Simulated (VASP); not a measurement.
A run of VASP 6.6.1 is set up as follows.

The input INCAR:

```
SYSTEM = Fe
  PREC = Accurate
  ENCUT = 510
  EDIFF = 1E-6
  ISMEAR = 0
  SIGMA = 0.05
  LREAL = .FALSE.
  LASPH = .TRUE.
  NELM = 200
  ALGO = Normal
  ISIF = 2
  LWAVE = .FALSE.
  LCHARG = .TRUE.
  ISPIN = 2
  MAGMOM = 2.44 2.44
  LORBIT = 11
  LMAXMIX = 4
  GGA = PE
  LELF = .TRUE.
  LVHAR = .TRUE.
  NBANDS = 27
  GGA_COMPAT = .FALSE.
```

KPOINTS

```
regular mesh
0
G
  1 1 16
  0 0 0
```

Contents of POSCAR:

```
Fe
1.0
   10.0000000000      0.0000000000      0.0000000000
    0.0000000000      9.3000000000      0.0000000000
    0.0000000000      0.0000000000      2.5398259963
Fe
2
Direct
    0.4076841691      0.5000000000      0.0000000000
    0.5923158309      0.5000000000      0.5000000000
```

Potentials or basis: VASP PAW PBE potentials, release 64 (Fe_sv).

Launch:

```console
$ cat potpaw_PBE.64/Fe_sv/POTCAR > POTCAR
$ mpirun -np 1 vasp_std > vasp.out
```

(1) Estimate the net moment.

(2) Predict the site moments.

Answers

(1) 6.47 μB per cell.

(2) Fe +2.81 μB.
